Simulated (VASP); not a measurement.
# Pt (Pm-3m) in VASP: a series of runs

The runs below take Pt through single point, with PBEsol.

Program: VASP 6.6.1. These are calculated values, not measurements. Logs are shortened: lines on timing, memory, paths and dates and some standing lists are left out, and cuts for length are marked.

### Step 1. The cell of the first run

Symmetry: Pm-3m, No. 221, cubic system. Conventional cell: a = 2.622 Å, b = 2.622 Å, c = 2.622 Å, α = 90.00°, β = 90.00°, γ = 90.00°. Within 3.5 Å of Pt (site symmetry m-3m) lie 6 Pt at 2.62 Å.

### Step 2. Single point, PBEsol (volume scaled by 1.04)

INCAR

```
PREC     = Accurate       # precision mode
ENCUT    = 520            # plane-wave cutoff, eV
EDIFF    = 1E-6           # SCF threshold, eV
ISMEAR   = -1             # smearing method
SIGMA    = 0.1            # smearing width, eV
LREAL    = False          # projectors in reciprocal space
LASPH    = True           # aspherical terms in the spheres
NELM     = 80             # most SCF steps
ALGO     = Normal         # electronic algorithm
ISIF     = 2              # what is computed and relaxed
LWAVE    = False          # write WAVECAR
LCHARG   = False          # write CHGCAR
GGA      = PS             # functional
NBANDS   = 11             # bands
```

KPOINTS

```
Automatic mesh
0
Gamma
  14 14 14
```

POSCAR

```
Pt
1.0
    2.6221717732      0.0000000000      0.0000000000
    0.0000000000      2.6221717732      0.0000000000
    0.0000000000      0.0000000000      2.6221717732
Pt
1
Direct
    0.0000000000      0.0000000000      0.0000000000
```

Potentials or basis: VASP PAW PBE potentials, release 64 (Pt).

Launch:

```sh
$ cat potpaw_PBE.64/Pt/POTCAR > POTCAR
$ mpirun -np 1 vasp_std > vasp.out
```

OUTCAR:

```text
PREC = Accurate
   ENCUT = 520
   EDIFF = 1E-6
   ISMEAR = -1
   LREAL = False
   LASPH = True
   NELM = 80
   ISIF = 2
   GGA = PS

 ion  position               nearest neighbor table
   1  0.000  0.000  0.000-

  LATTYP: Found a simple cubic cell.
 ALAT       =     2.6221717732

  Lattice vectors:

 A1 = (   2.6221717732,   0.0000000000,   0.0000000000)
 A2 = (   0.0000000000,   2.6221717732,   0.0000000000)
 A3 = (   0.0000000000,   0.0000000000,   2.6221717732)

Analysis of symmetry for initial positions (statically):
=====================================================================
 Subroutine PRICEL returns:
 Original cell was already a primitive cell.

 Routine SETGRP: Setting up the symmetry group for a
 simple cubic supercell.

 Subroutine GETGRP returns: Found 48 space group operations
 (whereof 48 operations were pure point group operations)
 out of a pool of 48 trial point group operations.

The static configuration has the point symmetry O_h .

Analysis of symmetry for dynamics (positions and initial velocities):
=====================================================================
 Subroutine PRICEL returns:
 Original cell was already a primitive cell.

 Routine SETGRP: Setting up the symmetry group for a
 simple cubic supercell.

 Subroutine GETGRP returns: Found 48 space group operations
 (whereof 48 operations were pure point group operations)
 out of a pool of 48 trial point group operations.

The dynamic configuration has the point symmetry O_h .

 Subroutine INISYM returns: Found 48 space group operations
 (whereof 48 operations are pure point group operations),
 and found     1 'primitive' translations

----------------------------------------------------------------------------------------

                                     Primitive cell

  volume of cell :      18.0295

  direct lattice vectors                    reciprocal lattice vectors
     2.622171773  0.000000000  0.000000000     0.381363269  0.000000000  0.000000000
     0.000000000  2.622171773  0.000000000     0.000000000  0.381363269  0.000000000
     0.000000000  0.000000000  2.622171773     0.000000000  0.000000000  0.381363269

  length of vectors
     2.622171773  2.622171773  2.622171773     0.381363269  0.381363269  0.381363269

  position of ions in fractional coordinates (direct lattice)
     0.000000000  0.000000000  0.000000000

  ion indices of the primitive-cell ions
   primitive index   ion index
                 1           1

----------------------------------------------------------------------------------------

 KPOINTS: Automatic mesh

Automatic generation of k-mesh.
 Grid dimensions read from file:
 generate k-points for:   14   14   14

 Generating k-lattice:

  Cartesian coordinates                     Fractional coordinates (reciprocal lattice)
     0.027240234  0.000000000  0.000000000     0.071428571  0.000000000  0.000000000
     0.000000000  0.027240234  0.000000000     0.000000000  0.071428571  0.000000000
     0.000000000  0.000000000  0.027240234     0.000000000  0.000000000  0.071428571

  Length of vectors
     0.027240234  0.027240234  0.027240234

  Shift w.r.t. Gamma in fractional coordinates (k-lattice)
     0.000000000  0.000000000  0.000000000

 Subroutine IBZKPT returns following result:
 ===========================================

 Found    120 irreducible k-points:

 Following reciprocal coordinates:
            Coordinates               Weight
  0.000000  0.000000  0.000000      1.000000
  0.071429  0.000000  0.000000      6.000000
  0.142857  0.000000  0.000000      6.000000
  0.214286  0.000000  0.000000      6.000000
  0.285714  0.000000  0.000000      6.000000
  0.357143  0.000000  0.000000      6.000000
[... 16 lines left out ...]
  0.285714  0.214286  0.000000     24.000000
  0.357143  0.214286  0.000000     24.000000
 [... further k-points ...]
   k-points           NKPTS =    120   k-points in BZ     NKDIM =    120   number of bands    NBANDS=     11
   number of dos      NEDOS =    301   number of ions     NIONS =      1
   total plane-waves  NPLWV =   8000
   dimension x,y,z NGX =    20 NGY =   20 NGZ =   20
   dimension x,y,z NGXF=    40 NGYF=   40 NGZF=   40
   ions per type =               1
   NGX,Y,Z   is equivalent  to a cutoff of  12.68, 12.68, 12.68 a.u.
   NGXF,Y,Z  is equivalent  to a cutoff of  25.36, 25.36, 25.36 a.u.
 SYSTEM =  unknown system
   PREC   = accura    normal or accurate (medium, high low for compatibility)
   ISTART =      0    job   : 0-new  1-cont  2-samecut
   ICHARG =      2    charge: 1-file 2-atom 10-const
   ISPIN  =      1    spin polarized calculation?
   LNONCOLLINEAR =      F non collinear calculations
   LSORBIT =      F    spin-orbit coupling
   LASPH  =      T    aspherical Exc in radial PAW
   ENCUT  =  520.0 eV  38.22 Ry    6.18 a.u.   4.88  4.88  4.88*2*pi/ulx,y,z
   NELM   =     80;   NELMIN=  2; NELMDL= -5     # of ELM steps
   EDIFF  = 0.1E-05   stopping-criterion for ELM
   LREAL  =      F    real-space projection
   EDIFFG = 0.1E-04   stopping-criterion for IOM
   NSW    =      0    number of steps for IOM
   IBRION =     -1    ionic relax: 0-MD 1-quasi-New 2-CG
   NFREE  =      0    steps in history (QN), initial steepest desc. (CG)
   ISIF   =      2    stress and relaxation
   ISYM   =      2    0-nonsym 1-usesym 2-fastsym
   POTIM  = 0.5000    time-step for ionic-motion
   TEBEG  =    0.0;   TEEND  =   0.0 temperature during run
   PSTRESS=    0.0 pullay stress
   NELECT =      10.0000    total number of electrons
   NUPDOWN=      -1.0000    fix difference up-down
   EMIN   =  10.00;   EMAX   =-10.00  energy-range for DOS
   EFERMI =   0.00;   METHOD = LEGACY
   ISMEAR =    -1;   SIGMA  =   0.10  broadening in eV -4-tet -1-fermi 0-gaus
   EFERMI_NEDOS =   21; number of points for ismear=-14 and -15
   IALGO  =     38    algorithm
   IMIX   =      4    mixing-type and parameters
     AMIX     =   0.40;   BMIX     =  1.00
     AMIX_MAG =   1.60;   BMIX_MAG =  1.00
  volume/ion in A,a.u.               =      18.03       121.67
  Fermi-wavevector in a.u.,A,eV,Ry     =   1.345077  2.541826 24.616084  1.809231
  Thomas-Fermi vector in A             =   2.473019
   LORBIT       =      0    0 simple, 1 ext, 2 COOP (PROOUT), +10 PAW based schemes
   GGA     = PS    functional components
   LHFCALC =     F    Hartree Fock is set to
   AEXX    =    0.0000 exact exchange contribution
   IVDW    =     0    specifies the selected vdW correction
   LEPSILON=     F    determine dielectric tensor
   LRPA    =     F    only Hartree local field effects (RPA)
 non-spin polarized calculation
  energy-cutoff  :      520.00
  volume of cell :       18.03
 maximum number of plane-waves:       500
 NGX is ok and might be reduce to    20
   NGX =  9   NGY =  9   NGZ =  9

 number of electron      10.0000002 magnetization

 Free energy of the ion-electron system (eV)
  ---------------------------------------------------
  ext. energy  EPLUGINS =         0.00000000
  ---------------------------------------------------
  free energy    TOTEN  =        -6.41771553 eV

  energy without entropy =       -6.36810706  energy(sigma->0) =       -6.39291129

 E-fermi :   8.0328     XC(G=0): -12.4523

 val. band max:        8.0323587615   @ k =   0.3571   0.2857   0.0714
 cond. band min:       8.0385559983   @ k =   0.5000   0.3571   0.1429
 fundamental gap:      0.0061972368
 Fermi energy:         8.0327821302

 k-point     1 :       0.0000    0.0000    0.0000
  band No.  band energies     occupation
      1      -0.4227      2.00000
      2       2.3784      2.00000
      3       2.3784      2.00000
      4       8.3439      0.08530
      5       8.3439      0.08529
      6       8.3439      0.08529
      7      23.1829      0.00000
      8      23.1829      0.00000
      9      23.1829      0.00000
     10      28.8168      0.00000
     11      31.5784      0.00000

 k-point     2 :       0.0714    0.0000    0.0000
  band No.  band energies     occupation
      1      -0.2786      2.00000
      2       2.4051      2.00000
      3       2.5064      2.00000
      4       8.2139      0.28104
      5       8.2139      0.28103
      6       8.3540      0.07743
      7      22.1744      0.00000
      8      23.4399      0.00000
      9      23.4399      0.00000
     10      29.4447      0.00000
     11      30.7176      0.00000

 k-point     3 :       0.1429    0.0000    0.0000
  band No.  band energies     occupation
      1       0.1186      2.00000
      2       2.4808      2.00000
      3       2.9035      2.00000
      4       7.8673      1.67911
      5       7.8673      1.67910
      6       8.3824      0.05882
      7      20.1964      0.00000
      8      24.1570      0.00000
      9      24.1570      0.00000
     10      29.1565      0.00000
     11      29.9808      0.00000

 k-point     4 :       0.2143    0.0000    0.0000
  band No.  band energies     occupation
      1       0.6694      2.00000
      2       2.5927      2.00000
      3       3.6000      2.00000
      4       7.4053      1.99624
      5       7.4054      1.99624
      6       8.4238      0.03927
      7      18.1036      0.00000
      8      25.2016      0.00000
      9      25.2016      0.00000
     10      27.6250      0.00000
     11      29.9944      0.00000
[... 239 lines left out ...]
 k-point    22 :       0.2143    0.2143    0.0000
  band No.  band energies     occupation
      1       1.7040      2.00000
      2       3.4091      2.00000
      3       4.1619      2.00000
      4       6.4676      2.00000
      5       7.4327      1.99506
      6       7.6142      1.97003
      7      19.5526      0.00000
      8      19.8390      0.00000
      9      27.3340      0.00000
     10      27.6558      0.00000
     11      33.2886      0.00000

 k-point    23 :       0.2857    0.2143    0.0000
  band No.  band energies     occupation
      1       2.1607      2.00000
      2       3.6621      2.00000
      3       4.7683      2.00000
      4       6.4057      2.00000
      5       7.0545      1.99989
      6       7.6054      1.97253
      7      17.5378      0.00000
      8      20.6995      0.00000
      9      26.9792      0.00000
     10      28.6256      0.00000
     11      31.5490      0.00000

 k-point    24 :       0.3571    0.2143    0.0000
  band No.  band energies     occupation
      1       2.5289      2.00000
      2       3.8062      2.00000
      3       4.8411      2.00000
      4       6.6826      2.00000
      5       7.3973      1.99653
      6       7.6578      1.95405
      7      15.5156      0.00000
      8      21.7595      0.00000
      9      26.1622      0.00000
     10      29.3610      0.00000
     11      29.9615      0.00000

 [... further k-points ...]
[... 5 lines left out ...]
  --------------------------------------------------------------------------------------
  -------------------------------------------------------------------------------------
  Total       -0.8918634     -0.8918634     -0.8918634      0.0000000      0.0000000     -0.0000000
  in kB      -79.2547908    -79.2547908    -79.2547908      0.0000000      0.0000000     -0.0000000
  external PRESSURE =     -79.2547908 kB  Pullay stress =       0.0000000 kB

 VOLUME and BASIS-vectors are now :
 -----------------------------------------------------------------------------
  energy-cutoff  :      520.00
  volume of cell :       18.03
      direct lattice vectors                 reciprocal lattice vectors
     2.622171773  0.000000000  0.000000000     0.381363269  0.000000000  0.000000000
     0.000000000  2.622171773  0.000000000     0.000000000  0.381363269  0.000000000
     0.000000000  0.000000000  2.622171773     0.000000000  0.000000000  0.381363269

 POSITION                                       TOTAL-FORCE (eV/Angst)
 -----------------------------------------------------------------------------------
      0.00000      0.00000      0.00000         0.000000      0.000000      0.000000
 -----------------------------------------------------------------------------------
    total drift:                                0.000000      0.000000     -0.000000

  FREE ENERGIE OF THE ION-ELECTRON SYSTEM (eV)
  ---------------------------------------------------
  free  energy   TOTEN  =        -6.4177155296 eV

  energy  without entropy=       -6.3681070568  energy(sigma->0) =       -6.39291129
```

It took 31 s on 1 thread of Intel Xeon 8259CL, shared host; peak memory 0.11 GiB.

Results:

```yaml
Free_energy: -6.4177 eV
Pressure: -7.9 GPa
Band_gap_on_the_k_mesh: zero (band 5 reaches 10.07 eV, above the bottom of band 6 at 6.93 eV)
```

Levels at points of the mesh, in eV from the Fermi level:
| k point | band 1 | band 2 | band 3 | band 4 | band 5 | band 6 | band 7 | band 8 | band 9 | band 10 |
| --- | --- | --- | --- | --- | --- | --- | --- | --- | --- | --- |
| (0.00, 0.00, 0.00) | -8.46 | -5.65 | -5.65 | 0.31 | 0.31 | 0.31 | 15.15 | 15.15 | 15.15 | 20.78 |
| (0.50, 0.00, 0.00) | -5.83 | -5.08 | -1.83 | -1.83 | -0.55 | 0.52 | 4.41 | 16.49 | 19.47 | 20.97 |
| (0.50, 0.50, 0.00) | -5.79 | -4.63 | -1.44 | -1.44 | 1.90 | 4.42 | 4.42 | 9.44 | 13.33 | 21.37 |
| (0.50, 0.50, 0.50) | -4.80 | -4.80 | -4.80 | 2.04 | 2.04 | 9.92 | 9.94 | 9.94 | 9.94 | 16.47 |

Caveat: the PAW data sets were made with another functional, which shifts forces and pressure a little; spin-orbit coupling is left out, which moves the levels of the heavy elements.

[end of part 1 of 3]
